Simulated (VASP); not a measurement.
Write the native input for VASP 6.6.1 that does the following.

| Property | Result |
| --- | --- |
| Task | relaxation of cell and atoms |
| Functional | PBE |
| Potentials or basis | VASP PAW PBE potentials, release 64 (Al, B, P) |
| Cutoff | 600 eV |
| k mesh | 4 × 4 × 4 |
| Occupations | gaussian, width 0.1 eV |
| Spin | no spin polarisation |
| Dipole correction | no |
| Further INCAR settings | ALGO = Normal; EDIFF = 1e-06; IBRION = 2; EDIFFG = -0.04; NSW = 90; ISIF = 3 |

The structure of Al3BP4 lies in POSCAR:

```
Al3BP4
1.0
    5.1262531100      0.0000000000      0.0000000000
    0.0000000000      5.1262531100      0.0000000000
    0.0000000000      0.0000000000      5.1262531100
Al B P
3 1 4
Direct
    0.5000000000      0.0000000000      0.5000000000
    0.5000000000      0.5000000000      0.0000000000
    0.0000000000      0.5000000000      0.5000000000
    0.0000000000      0.0000000000      0.0000000000
    0.2500000000      0.7500000000      0.7500000000
    0.2500000000      0.2500000000      0.2500000000
    0.7500000000      0.7500000000      0.2500000000
    0.7500000000      0.2500000000      0.7500000000
```

One way to write it, as run:

INCAR

```
ALGO = Normal
EDIFF = 1E-6
EDIFFG = -0.04
ENCUT = 600
GGA = PE
IBRION = 2
ISIF = 3
ISMEAR = 0
LASPH = T
LCHARG = F
LREAL = F
LWAVE = F
NELM = 100
NSW = 90
PREC = Accurate
SIGMA = 0.1
```

KPOINTS

```
k-points
0
Gamma
  4 4 4
```

Potentials or basis: VASP PAW PBE potentials, release 64 (Al, B, P).

Launch:

```bash
$ cat potpaw_PBE.64/Al/POTCAR potpaw_PBE.64/B/POTCAR potpaw_PBE.64/P/POTCAR > POTCAR
$ mpirun -np 1 vasp_std > vasp.out
```

Results of the run:

The relaxed volume is 18.41 Å³/atom, the relaxed cell is a = 5.281 Å, b = 5.281 Å, c = 5.281 Å, α = 90.00°, β = 90.00°, γ = 90.00° and the space group after relaxing (to 0.1 Å) is P-43m (No. 215). The energy gained by relaxing is 235.7 meV/atom. The ionic steps are 6, the pressure after relaxing is -0.3 GPa and the band gap on the k mesh is 1.03 eV (least direct gap 1.42 eV).

Run time: 4.8 min on 1 thread of Intel Xeon 8259CL, on a shared host, peak memory 0.28 GiB.
